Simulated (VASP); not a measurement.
Al2H3:

```xyz
5
Lattice="3.3856 0.0000 0.0000 -1.6928 2.9320 0.0000 0.0000 0.0000 4.5091" Properties=species:S:1:pos:R:3 pbc="T T T"
Al    0.0000    1.9546    1.0493
Al    1.6928    0.9773    3.4598
H     0.0000    0.0000    0.0000
H     0.0000    1.9546    2.9124
H     1.6928    0.9773    1.5967
```

```yaml
Program: VASP 6.6.1
Task: relaxation of cell and atoms
Functional: PBE
Potentials_or_basis: VASP PAW PBE potentials, release 64 (Al, H)
Cutoff: 600 eV
k_mesh: 12 × 12 × 8
Occupations: gaussian, width 0.1 eV
Spin: no spin polarisation
```

At the start: pressure 0.2 GPa; volume 8.95 Å³/atom.

Question: Where does the relaxation end?

Answer: Over 13 steps the energy falls by 5.5 meV/atom and the volume is 8.85 Å³/atom (-1.2 %); space group P-3m1 (No. 164, to 0.05 Å).

Step by step:
| step | energy change (eV) | largest force (eV/Å) | pressure (GPa) | volume (Å³) |
| --- | --- | --- | --- | --- |
| 1 | 0.0000 | 0.0225 | 0.20 | 44.76 |
| 2 | -0.0038 | 0.0331 | 0.04 | 44.83 |
| 3 | -0.0114 | 0.0581 | -0.47 | 45.04 |
| 4 | -0.0160 | 0.0829 | -1.25 | 45.42 |
| 5 | -0.0209 | 0.0724 | -0.67 | 44.93 |
| 6 | -0.0241 | 0.0564 | 0.18 | 44.25 |
| 7 | -0.0243 | 0.0499 | 0.43 | 44.06 |
| 8 | -0.0255 | 0.0323 | 0.34 | 44.10 |
| 9 | -0.0269 | 0.0317 | 0.12 | 44.19 |
| 10 | -0.0270 | 0.0320 | 0.04 | 44.22 |
| 11 | -0.0273 | 0.0173 | -0.04 | 44.28 |
| 12 | -0.0273 | 0.0162 | -0.05 | 44.29 |
| 13 | -0.0274 | 0.0085 | 0.01 | 44.24 |

Final structure:
```
Al H
1.0
     3.21954    0.00000    0.00000
    -1.60977    2.78820    0.00000
     0.00000    0.00000    4.92861
Al H
2 3
Direct
  0.33333 0.66667 0.22952
  0.66667 0.33333 0.77048
  0.00000 0.00000 0.00000
  0.33333 0.66667 0.63438
  0.66667 0.33333 0.36562
```
